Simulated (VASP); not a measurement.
Wanted: the native input for a VASP 6.6.1 run.

```yaml
Task: single point
Functional: LDA
Potentials_or_basis: VASP PAW LDA potentials, release 64 (Bi_d, Cs_sv, Ag, Br)
Cutoff: 520 eV
k_mesh: 4 × 4 × 4
Occupations: fermi-dirac, width 0.05 eV
Spin: no spin polarisation
Hubbard_terms: Ag d U = 6.0 eV
Dipole_correction: no
Further_INCAR_settings: ALGO = Normal; EDIFF = 1e-06; NBANDS = 54
```

The structure of Cs2AgBiBr6 lies in POSCAR:

```
Cs2AgBiBr6
1.0
    0.0000000000      5.6161000000      5.6161000000
    5.6161000000      0.0000000000      5.6161000000
    5.6161000000      5.6161000000      0.0000000000
Bi Cs Ag Br
1 2 1 6
Direct
    0.0000000000      0.0000000000      0.0000000000
    0.7500000000      0.7500000000      0.7500000000
    0.2500000000      0.2500000000      0.2500000000
    0.5000000000      0.5000000000      0.5000000000
    0.7494500000      0.7494500000      0.2505500000
    0.2505500000      0.2505500000      0.7494500000
    0.7494500000      0.2505500000      0.2505500000
    0.7494500000      0.2505500000      0.7494500000
    0.2505500000      0.7494500000      0.7494500000
    0.2505500000      0.7494500000      0.2505500000
```

The input as run:

INCAR

```
SYSTEM = Cs2AgBiBr6
ALGO = Normal ; EDIFF = 1E-6
ENCUT = 520 ; GGA = CA
ISIF = 2 ; ISMEAR = -1
LASPH = .TRUE. ; LCHARG = .TRUE.
LDAU = .TRUE. ; LDAUJ = 0 0 0 0
LDAUL = -1 -1 2 -1 ; LDAUPRINT = 1
LDAUTYPE = 2 ; LDAUU = 0 0 6 0
LELF = .TRUE. ; LMAXMIX = 4
LREAL = .FALSE. ; LVHAR = .TRUE.
LWAVE = .FALSE. ; NBANDS = 54
NELM = 150 ; PREC = Accurate
SIGMA = 0.05
```

KPOINTS

```
k-points
0
G
  4 4 4
  0 0 0
```

Potentials or basis: VASP PAW LDA potentials, release 64 (Bi_d, Cs_sv, Ag, Br).

Command:

```bash
$ cat potpaw_LDA.64/Bi_d/POTCAR potpaw_LDA.64/Cs_sv/POTCAR potpaw_LDA.64/Ag/POTCAR potpaw_LDA.64/Br/POTCAR > POTCAR
$ mpirun -np 1 vasp_std > vasp.out
```

Results of the run:

```yaml
Pressure: -1.5 GPa
Largest_force: 0.308 eV/Å
Band_gap_on_the_k_mesh: 1.56 eV, indirect (least direct gap 2.57 eV)
```

Caveat: spin-orbit coupling is left out, which moves the levels of the heavy elements.

Wall time 2.9 min on 1 thread of Intel(R) Xeon(R) Platinum 8259CL CPU @ 2.50GHz (Skylake/Cascade Lake), with other jobs on the host, peak memory 0.47 GiB.
